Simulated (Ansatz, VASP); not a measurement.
**Two plane-wave programs on CuSn2O2**

File INCAR:

```
PREC = Accurate
ENCUT = 520
EDIFF = 1E-6
ISMEAR = 0
SIGMA = 0.05
LREAL = False
LASPH = True
NELM = 150
ALGO = Normal
ISIF = 2
LWAVE = False
LCHARG = True
ISPIN = 2
MAGMOM = 0 0 0 0 1
LORBIT = 11
LMAXMIX = 4
LDIPOL = True
IDIPOL = 3
DIPOL = 0.5 0.5 0.311
GGA = PE
IVDW = 12
LELF = True
LVHAR = True
LVACPOTAV = True
NBANDS = 38
```

The input KPOINTS:

```
regular mesh
0
Gamma
  7 7 1
```

Contents of POSCAR:

```
CuSn2O2
1.0
    3.8201708766      0.0000000000      0.0000000000
    0.0000000000      3.8201708766      0.0000000000
    0.0000000000      0.0000000000     19.3630360333
Sn O Cu
2 2 1
Direct
    0.5000000000      0.0000000000      0.2065791745
    0.0000000000      0.5000000000      0.3286176828
    0.0000000000      0.0000000000      0.2675984287
    0.5000000000      0.5000000000      0.2675984287
    0.0000000000      0.5000000000      0.4835520637
```

Input for Ansatz:

```yaml
crystal:
  lattice:
    - [3.8201708766, 0.0, 0.0]
    - [0.0, 3.8201708766, 0.0]
    - [0.0, 0.0, 19.3630360333]
  atoms:
    - { symbol: Sn, position: [0.5, 0.0, 0.2065791745] }
    - { symbol: O, position: [0.0, 0.0, 0.2675984287] }
    - { symbol: O, position: [0.5, 0.5, 0.2675984287] }
    - { symbol: Sn, position: [0.0, 0.5, 0.3286176828] }
    - { symbol: Cu, position: [0.0, 0.5, 0.4835520637], spin: 1.0 }
basis:
  ecutwfc: 420
kpoints:
  mp_grid: { grid: [7, 7, 1] }
hamiltonian:
  xc: pbe
  pseudopotentials: { kind: paw, azcp: { folder: soft_1 } }
  dispersion: d3bj
scf:
  occupations: { method: gaussian, width: 0.05 }
output:
  forces: true
  eigenvalues: true
  populations: true
magnetization:
  spin_polarized: true
efield:
  axis: 3
  dipole_correction: true
  ramp_width: 0.04
```

Alike in both runs: task single point; functional PBE; dispersion D3(BJ); k mesh 7 × 7 × 1; occupations gaussian, width 0.05 eV; collinear spin.

```csv
,VASP,Ansatz
version,VASP 6.6.1,Ansatz 0.2.0
potentials or method,"VASP PAW PBE potentials, release 64 (Sn_d, O, Cu), cutoff 520 eV","scalar-relativistic, plane waves, PAW"
valence electrons in the cell,51,59
```

Ansatz gave:

```
gap on the k mesh at the Fermi level (eV)  : none
rms of the force components (eV/Å)         : 0.098
net moment per atom (μB)                   : 0.00
work function, face that differs most (eV) : 4.47
```

Problem. What did VASP give for the same quantities?

Solution. gap on the k mesh at the Fermi level (eV): none; rms of the force components (eV/Å): 0.105; net moment per atom (μB): 0.00; work function, face that differs most (eV): 4.45.

A gap of «none» marks a metal or a gap that the smearing closes. VASP's potentials hold 51 valence electrons a cell and Ansatz's 59, so a difference there can come from the potentials and not from the codes. Ansatz's warnings: seeded moment not kept, stability check not made.
